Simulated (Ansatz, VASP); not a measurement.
**One calculation of SnTe, two programs**

```xyz
2
Lattice="0.0000 3.1670 3.1670 3.1670 0.0000 3.1670 3.1670 3.1670 0.0000" Properties=species:S:1:pos:R:3 pbc="T T T"
Sn    0.0000    0.0000    0.0000
Te    3.1670    3.1670    3.1670
```

Change from the starting cell: volume scaled by 1.01.

Alike in both runs: task single point; functional PBE; k mesh 11 × 11 × 11; occupations fermi-dirac, width 0.08 eV; no spin polarisation.

|  | VASP | Ansatz |
| --- | --- | --- |
| version | VASP 6.6.1 | Ansatz 0.2.0 |
| potentials or method | VASP PAW PBE potentials, release 64 (Sn_d, Te), cutoff 520 eV | all-electron LAPW, scalar-relativistic |

```tsv
	VASP	Ansatz	Ansatz less VASP
pressure (GPa)	1.5	1.6	+0.07
```

Ansatz ran all-electron here, and VASP with PAW potentials.

Neither program's run includes spin-orbit coupling.
